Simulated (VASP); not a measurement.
# B24N23 (a cell with a defect) in VASP: single point with PBE

Aim: the single point of B24N23 (a cell with a defect) with PBE.

All numbers are computed with VASP 6.6.1; they aren't measurements. Logs are shortened: lines on timing, memory, paths and dates and some standing lists are left out, and cuts for length are marked.

## 1. The cell of the first run

The cell holds a defect, 47 atoms: a = 6.118 Å, b = 6.118 Å, c = 8.750 Å, α = 109.49°, β = 109.49°, γ = 92.61°.

## 2. Single point, PBE, collinear spin

INCAR

```
SYSTEM = B24N23
  PREC = Accurate
  ENCUT = 520
  EDIFF = 1E-6
  ISMEAR = 0
  SIGMA = 0.05
  LREAL = Auto
  LASPH = .TRUE.
  NELM = 200
  ALGO = Normal
  ISIF = 2
  LWAVE = .FALSE.
  LCHARG = .FALSE.
  ISPIN = 2
  MAGMOM = 0.17 0 0 0 0 0 0 0 0 0 0 0 0.01 0.02 0.06 0.01 0 0 0 0 0 0 0.01 -0.01 0 0 0 0 0 0 0 0 0 0 0 0 0.01 0.01 0 0 0 0 0 0 0 0.01 0.01
  LORBIT = 11
  GGA = PE
  NBANDS = 126
  GGA_COMPAT = .FALSE.
  KPAR = 2
  NCORE = 2
```

KPOINTS

```
regular mesh
0
G
  2 2 2
  0 0 0
```

POSCAR

```
B24N23
1.0
   -3.8309090000      2.2117770000     -4.2268550000
    3.8309090000     -2.2117770000     -4.2268550000
   -3.8309090000     -6.6353300000      4.2268550000
B N
24 23
Direct
    0.6568395637      0.3263078435      0.0051063072
    0.1672044792      0.8345754243     -0.0009718009
    0.8326461615      0.0041170343      0.8338611941
    0.3367366561      0.4998028084      0.8332380580
    0.0013357020      0.6677845537      0.6655392761
    0.5012315145      0.1685602954      0.6684335964
    0.1663753198      0.3331867605      0.4992926190
    0.6664959562      0.8334311431      0.4996013688
    0.3323802544     -0.0012383576      0.3327755171
    0.8308576183      0.4985351976      0.3319052394
    0.4999597517      0.6650045219      0.1664838074
   -0.0033882498      0.1666954180      0.1646021283
    0.5837152721      0.9138958910     -0.0006978669
    0.0857418916      0.4237666564     -0.0027989030
    0.7591824003      0.5908294945      0.8305466277
    0.2493980452      0.0846415016      0.8332030566
    0.9172698944      0.2519185983      0.6666086843
    0.4185675772      0.7500698732      0.6662417206
    0.0829609838      0.9169131247      0.4984071980
    0.5835485744      0.4172535133      0.4999686757
    0.2481411531      0.5827708200      0.3316087337
    0.7503832571      0.0817895449      0.3323367031
    0.4130568006      0.2496435319      0.1667286622
    0.9159734659      0.7459829276      0.1622646233
    0.3530120689      0.0203602127     -0.0005229248
    0.0174937352      0.1932151844      0.8341724304
    0.5260836334      0.6855220595      0.8347173477
    0.1877004313      0.8542269688      0.6656739609
    0.6902676581      0.3563412090      0.6695599492
    0.3537694286      0.5204541402      0.4991138972
    0.8539370231      0.0205026783      0.4993495890
    0.5191073187      0.1855758576      0.3328700906
    0.0176534885      0.6838675896      0.3286025897
    0.6877984329      0.8478882927      0.1635898616
    0.1802781910      0.3562755373      0.1635873055
    0.7684644699      0.1028737572      0.0000690135
    0.2719763897      0.6053475157     -0.0007015427
    0.9391796487      0.7748393345      0.8314676004
    0.4375001728      0.2710979942      0.8342125990
    0.1052716895      0.4382664071      0.6663922227
    0.6042204266      0.9382403401      0.6665439835
    0.2706432224      0.1041684515      0.4998022917
    0.7708041231      0.6039388255      0.4996683707
    0.4365122596      0.7704681634      0.3328903179
    0.9360776276      0.2695386489      0.3325333108
    0.5987617205      0.4350933690      0.1687239953
    0.1023254063      0.9355577896      0.1648182780
```

Potentials or basis: VASP PAW PBE potentials, release 64 (B, N).

Launch:

```
$ cat potpaw_PBE.64/B/POTCAR potpaw_PBE.64/N/POTCAR > POTCAR
$ mpirun -np 4 vasp_std > vasp.out
```

OUTCAR:

```text
SYSTEM = B24N23
   PREC = Accurate
   ENCUT = 520
   EDIFF = 1E-6
   ISMEAR = 0
   LREAL = Auto
   LASPH = .TRUE.
   NELM = 200
   ISIF = 2
   ISPIN = 2
   LORBIT = 11
   GGA = PE

 ion  position               nearest neighbor table
   1  0.657  0.326  0.005-  46 1.53  36 1.55  39 1.56
   2  0.167  0.835  0.999-  47 1.57  38 1.57  37 1.57  25 1.57
   3  0.833  0.004  0.834-  41 1.56  36 1.57  38 1.57  26 1.58
   4  0.337  0.500  0.833-  39 1.56  37 1.57  40 1.58  27 1.58
   5  0.001  0.668  0.666-  38 1.56  43 1.57  40 1.57  28 1.58
   6  0.501  0.169  0.668-  39 1.56  41 1.57  42 1.58  29 1.59
   7  0.166  0.333  0.499-  40 1.57  42 1.57  45 1.57  30 1.58
   8  0.666  0.833  0.500-  41 1.57  43 1.57  44 1.57  31 1.58
   9  0.332  0.999  0.333-  44 1.56  42 1.57  47 1.58  32 1.58
  10  0.831  0.499  0.332-  46 1.56  43 1.57  45 1.57  33 1.59
  11  0.500  0.665  0.166-  46 1.56  37 1.57  44 1.57  34 1.58
  12  0.997  0.167  0.165-  36 1.55  45 1.57  47 1.58  35 1.58
  13  0.584  0.914  0.999-  27 1.56  34 1.56  36 1.58  25 1.58
  14  0.086  0.424  0.997-  37 1.55  26 1.55  35 1.58
  15  0.759  0.591  0.831-  38 1.53  29 1.56  27 1.57
  16  0.249  0.085  0.833-  25 1.57  28 1.58  39 1.58  26 1.60
  17  0.917  0.252  0.667-  26 1.56  29 1.56  31 1.58  40 1.58
[... 28 lines left out ...]
  46  0.599  0.435  0.169-   1 1.53  11 1.56  10 1.56  23 1.56
  47  0.102  0.936  0.165-   2 1.57   9 1.58  24 1.58  12 1.58

  LATTYP: Found a face centered orthorhombic cell.
 ALAT       =     8.4537100000
 B/A-ratio  =     1.0465353114
 C/A-ratio  =     1.8126523958

  Lattice vectors:

 A1 = (   0.0000000000,  -8.8471070000,   0.0000000000)
 A2 = (  -3.8309090000,  -6.6353300000,  -4.2268550000)
 A3 = (   3.8309090000,  -2.2117770000,  -4.2268550000)

Analysis of symmetry for initial positions (statically):
=====================================================================
 Subroutine PRICEL returns:
 Original cell was already a primitive cell.

 Routine SETGRP: Setting up the symmetry group for a
 face centered orthorhombic supercell.

 Subroutine GETGRP returns: Found  1 space group operations
 (whereof  1 operations were pure point group operations)
 out of a pool of  8 trial point group operations.

The static configuration has the point symmetry C_1 .

Analysis of symmetry for dynamics (positions and initial velocities):
=====================================================================
 Subroutine PRICEL returns:
 Original cell was already a primitive cell.

 Routine SETGRP: Setting up the symmetry group for a
 face centered orthorhombic supercell.

 Subroutine GETGRP returns: Found  1 space group operations
 (whereof  1 operations were pure point group operations)
 out of a pool of  8 trial point group operations.

The dynamic configuration has the point symmetry C_1 .

Analysis of structural, dynamic, and magnetic symmetry:
=====================================================================
 Subroutine PRICEL returns:
 Original cell was already a primitive cell.

 Routine SETGRP: Setting up the symmetry group for a
 face centered orthorhombic supercell.

 Subroutine GETGRP returns: Found  1 space group operations
 (whereof  1 operations were pure point group operations)
 out of a pool of  8 trial point group operations.

The overall configuration has the point symmetry C_1 .

 Subroutine INISYM returns: Found  1 space group operations
 (whereof  1 operations are pure point group operations),
 and found     1 'primitive' translations

----------------------------------------------------------------------------------------

                                     Primitive cell

  volume of cell :     286.5170

  direct lattice vectors                    reciprocal lattice vectors
    -3.830909000  2.211777000 -4.226855000    -0.130517326  0.000000000 -0.118291259
     3.830909000 -2.211777000 -4.226855000     0.065258656 -0.113031299 -0.118291259
    -3.830909000 -6.635330000  4.226855000    -0.065258671 -0.113031299  0.000000000

  length of vectors
     6.118343277  6.118343277  8.750415485     0.176146514  0.176146498  0.130517312

  position of ions in fractional coordinates (direct lattice)
     0.656839564  0.326307843  0.005106307
     0.167204479  0.834575424  0.999028199
[... 139 lines left out ...]
   NGXF,Y,Z  is equivalent  to a cutoff of  26.08, 26.08, 26.60 a.u.
 SYSTEM =  B24N23
   PREC   = accura    normal or accurate (medium, high low for compatibility)
   ISTART =      0    job   : 0-new  1-cont  2-samecut
   ICHARG =      2    charge: 1-file 2-atom 10-const
   ISPIN  =      2    spin polarized calculation?
   LNONCOLLINEAR =      F non collinear calculations
   LSORBIT =      F    spin-orbit coupling
   LASPH  =      T    aspherical Exc in radial PAW
   ENCUT  =  520.0 eV  38.22 Ry    6.18 a.u.  11.38 11.38 16.27*2*pi/ulx,y,z
   NELM   =    200;   NELMIN=  2; NELMDL= -5     # of ELM steps
   EDIFF  = 0.1E-05   stopping-criterion for ELM
   LREAL  =      T    real-space projection
   EDIFFG = 0.1E-04   stopping-criterion for IOM
   NSW    =      0    number of steps for IOM
   IBRION =     -1    ionic relax: 0-MD 1-quasi-New 2-CG
   NFREE  =      0    steps in history (QN), initial steepest desc. (CG)
   ISIF   =      2    stress and relaxation
   ISYM   =      2    0-nonsym 1-usesym 2-fastsym
   POTIM  = 0.5000    time-step for ionic-motion
   TEBEG  =    0.0;   TEEND  =   0.0 temperature during run
   PSTRESS=    0.0 pullay stress
   NELECT =     187.0000    total number of electrons
   NUPDOWN=      -1.0000    fix difference up-down
   EMIN   =  10.00;   EMAX   =-10.00  energy-range for DOS
   EFERMI =   0.00;   METHOD = LEGACY
   ISMEAR =     0;   SIGMA  =   0.05  broadening in eV -4-tet -1-fermi 0-gaus
   EFERMI_NEDOS =   21; number of points for ismear=-14 and -15
   IALGO  =     38    algorithm
   IMIX   =      4    mixing-type and parameters
     AMIX     =   0.40;   BMIX     =  1.00
     AMIX_MAG =   1.60;   BMIX_MAG =  1.00
  volume/ion in A,a.u.               =       6.10        41.14
  Fermi-wavevector in a.u.,A,eV,Ry     =   1.420055  2.683515 27.436919  2.016557
  Thomas-Fermi vector in A             =   2.541011
   LORBIT       =     11    0 simple, 1 ext, 2 COOP (PROOUT), +10 PAW based schemes
   GGA     = PE    functional components
   LHFCALC =     F    Hartree Fock is set to
   AEXX    =    0.0000 exact exchange contribution
   IVDW    =     0    specifies the selected vdW correction
   LEPSILON=     F    determine dielectric tensor
   LRPA    =     F    only Hartree local field effects (RPA)
 spin polarized calculation
 Gauss-broadening in eV      SIGMA  =   0.05
  energy-cutoff  :      520.00
  volume of cell :      286.52
 maximum number of plane-waves:      7763
 NGX is ok and might be reduce to    48
   NGX = 23   NGY = 23   NGZ = 33

 number of electron     187.0000001 magnetization       1.0002206

 Free energy of the ion-electron system (eV)
  ---------------------------------------------------
  ext. energy  EPLUGINS =         0.00000000
  ---------------------------------------------------
  free energy    TOTEN  =      -401.94444547 eV

  energy without entropy =     -401.94444547  energy(sigma->0) =     -401.94444547

 E-fermi :  11.1833     XC(G=0): -12.6552

 val. band max:       10.8968371953   @ k =   0.0000   0.0000   0.0000
 cond. band min:      11.4614499998   @ k =   0.0000   0.0000   0.0000
 fundamental gap:      0.5646128045
 Fermi energy:        11.1832610032

 spin component 1

 k-point     1 :       0.0000    0.0000    0.0000
  band No.  band energies     occupation
      1     -13.0305      1.00000
      2     -11.3799      1.00000
      3     -11.2562      1.00000
      4     -10.1147      1.00000
      5     -10.0923      1.00000
      6     -10.0721      1.00000
[... 853 lines left out ...]
    104      15.5795      0.00000
    105      15.6537      0.00000
 Fermi energy:        11.1832610032

 spin component 2

 k-point     1 :       0.0000    0.0000    0.0000
  band No.  band energies     occupation
      1     -13.0146      1.00000
      2     -11.3658      1.00000
      3     -11.2379      1.00000
      4     -10.0950      1.00000
      5     -10.0815      1.00000
      6     -10.0679      1.00000
[... 853 lines left out ...]
    104      15.6428      0.00000
    105      15.7061      0.00000
 [bands above 105 left out]

------------------------ aborting loop because EDIFF is reached ----------------------------------------

  FORCE on cell =-STRESS in cart. coord.  units (eV):
  Direction    XX          YY          ZZ          XY          YZ          ZX
  --------------------------------------------------------------------------------------
  -------------------------------------------------------------------------------------
  Total       -6.6077429     -5.7289907      6.2979409      0.5581042     -3.2873337     -1.1998838
  in kB      -36.9498993    -32.0359967     35.2175147      3.1208681    -18.3824719     -6.7096412
  external PRESSURE =     -11.2561271 kB  Pullay stress =       0.0000000 kB

 VOLUME and BASIS-vectors are now :
 -----------------------------------------------------------------------------
  energy-cutoff  :      520.00
  volume of cell :      286.52
      direct lattice vectors                 reciprocal lattice vectors
    -3.830909000  2.211777000 -4.226855000    -0.130517326  0.000000000 -0.118291259
     3.830909000 -2.211777000 -4.226855000     0.065258656 -0.113031299 -0.118291259
    -3.830909000 -6.635330000  4.226855000    -0.065258671 -0.113031299  0.000000000

 POSITION                                       TOTAL-FORCE (eV/Angst)
 -----------------------------------------------------------------------------------
     -1.28580      0.69718     -4.13404         0.017313      0.011134     -0.011684
     -1.27055     -8.10496     -0.01163        -0.002318      0.002205     -0.005859
     -6.36847     -3.70042     -0.01227         0.002008     -0.007527     -0.009042
     -2.56737     -5.88948     -0.01395         0.000596     -0.004344      0.001756
      0.00348     -5.89011     -0.01514         0.001746      0.004628     -0.002542
     -3.83514     -3.69948     -0.00574         0.000201     -0.006893     -0.009209
[... 39 lines left out ...]
     -1.27336     -0.75754     -3.65678         0.001555     -0.004986      0.000743
      2.56063     -2.93655     -3.69032        -0.009955     -0.000739      0.003589
 -----------------------------------------------------------------------------------
    total drift:                                0.002676      0.009923      0.003825

  FREE ENERGIE OF THE ION-ELECTRON SYSTEM (eV)
  ---------------------------------------------------
  free  energy   TOTEN  =      -401.9444454652 eV

  energy  without entropy=     -401.9444454652  energy(sigma->0) =     -401.94444547

 total charge

# of ion       s       p       d       tot
------------------------------------------
    1        0.674   1.318   0.000   1.992
    2        0.682   1.335   0.000   2.017
    3        0.673   1.342   0.000   2.016
    4        0.673   1.343   0.000   2.015
    5        0.675   1.351   0.000   2.026
    6        0.671   1.332   0.000   2.003
[... 39 lines left out ...]
   46        1.217   2.770   0.000   3.987
   47        1.215   2.738   0.000   3.953
--------------------------------------------------
tot         44.062  94.967   0.000 139.029

 magnetization (x)

# of ion       s       p       d       tot
------------------------------------------
    1        0.061   0.263   0.000   0.324
    2        0.003   0.002   0.000   0.005
    3        0.001   0.004   0.000   0.005
    4        0.001   0.004   0.000   0.004
    5        0.000   0.002   0.000   0.003
    6        0.000   0.001   0.000   0.001
[... 39 lines left out ...]
   46        0.001   0.004   0.000   0.005
   47        0.002   0.004   0.000   0.006
--------------------------------------------------
tot          0.120   0.445   0.000   0.565
```

Run time: 4.4 min. Hardware: 4 MPI ranks of AMD EPYC 7R43 (Zen 3), shared host; peak memory 0.42 GiB.

What came out:

- Free energy: -401.9444 eV
- Pressure: -1.1 GPa
- Largest force: 0.044 eV/Å
- Band gap on the k mesh: 0.56 eV
- Net moment: 1.00 μB per cell
- Site moments: B +0.32, +0.01, +0.00, +0.04, +0.10, -0.02 (each value once); N +0.00, -0.00, +0.01 (each value once) μB
- Valence electrons inside the program's atomic spheres: B 1.99, 2.02, 2.03, 2.00, 2.01, 1.89, 1.92, 1.86 (each value once); N 3.97, 3.96, 3.95, 3.98, 3.99 (each value once)

Forces in eV/Å, atoms in the order of the input:
```
B    0.017  0.011 -0.012
B   -0.002  0.002 -0.006
B    0.002 -0.008 -0.009
B    0.001 -0.004  0.002
B    0.002  0.005 -0.003
B    0.000 -0.007 -0.009
B   -0.001 -0.003 -0.005
B   -0.002 -0.003 -0.005
B    0.007 -0.006 -0.009
B   -0.005 -0.001 -0.012
B    0.009  0.002  0.003
B   -0.004  0.000 -0.016
B    0.011  0.002 -0.008
B    0.014  0.010  0.001
B   -0.039 -0.011  0.017
B    0.000 -0.002 -0.004
B    0.007  0.009  0.001
B    0.006  0.003 -0.001
B    0.000  0.006  0.001
B   -0.001 -0.003  0.003
B   -0.006  0.002 -0.005
B    0.003 -0.008  0.001
B    0.010 -0.002 -0.003
B    0.005  0.001  0.004
N   -0.008  0.001  0.011
N   -0.015 -0.004  0.002
N    0.005  0.004  0.004
N   -0.008 -0.002  0.002
N    0.011  0.013  0.005
N    0.002  0.002  0.008
N    0.003 -0.003  0.002
N   -0.006  0.005  0.012
N   -0.002 -0.003  0.005
N   -0.012 -0.002  0.001
N    0.000  0.000  0.007
N    0.009  0.001  0.001
N   -0.006 -0.004  0.003
N   -0.002  0.002  0.004
N   -0.006  0.000  0.006
N    0.001 -0.002 -0.003
N    0.008  0.002  0.003
N   -0.003  0.002 -0.001
N    0.002  0.002 -0.003
N   -0.001  0.001  0.004
N    0.004 -0.006 -0.002
N    0.002 -0.005  0.001
N   -0.010 -0.001  0.004
```

Stress tensor (GPa, compression positive):
```
-3.69  0.31 -0.67
 0.31 -3.20 -1.84
-0.67 -1.84  3.52
```

Caveat: the k points lie up to 0.55 Å⁻¹ apart.
